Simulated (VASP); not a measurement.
Hf3Si2F, 6 atoms in the cell. The structure is hexagonal, space group P6/mmm (No. 191). The conventional cell has a = 5.758 Å, b = 5.758 Å, c = 3.299 Å, α = 90.00°, β = 90.00°, γ = 120.00°. Hf (site symmetry mmm) has 4 Si at 2.34 Å and 4 Hf at 2.88 Å within 3.1 Å. Within 3.1 Å of Si (site symmetry -6m2) lie 6 Hf at 2.34 Å. Within 4.3 Å of F (site symmetry 6/mmm) lie 2 F at 3.30 Å and 12 Hf at 3.32 Å and 6 Si at 3.32 Å. 

```yaml
Program: VASP 6.6.1
Task: relaxation of cell and atoms
Functional: PBE
Potentials_or_basis: VASP PAW PBE potentials, release 64 (Hf_pv, Si, F)
Cutoff: 600 eV
k_mesh: 3 × 3 × 6
Occupations: gaussian, width 0.1 eV
Spin: no spin polarisation
Dipole_correction: no
Further_INCAR_settings: ALGO = Normal; EDIFF = 1e-06; IBRION = 2; EDIFFG = -0.04; NSW = 90; ISIF = 3
```

Potentials or basis: VASP PAW PBE potentials, release 64 (Hf_pv, Si, F).

Command:

```console
$ cat potpaw_PBE.64/Hf_pv/POTCAR potpaw_PBE.64/Si/POTCAR potpaw_PBE.64/F/POTCAR > POTCAR
$ mpirun -np 1 vasp_std > vasp.out
```

Hardware: 1 thread of Intel Xeon 6975P-C, with other jobs on the host.

How long does it take, and how much memory?

It took 5.2 min on 1 thread of Intel Xeon 6975P-C (shared host), peak memory 0.27 GiB. Counts: scf iterations 93, k points 12, ion steps 7.
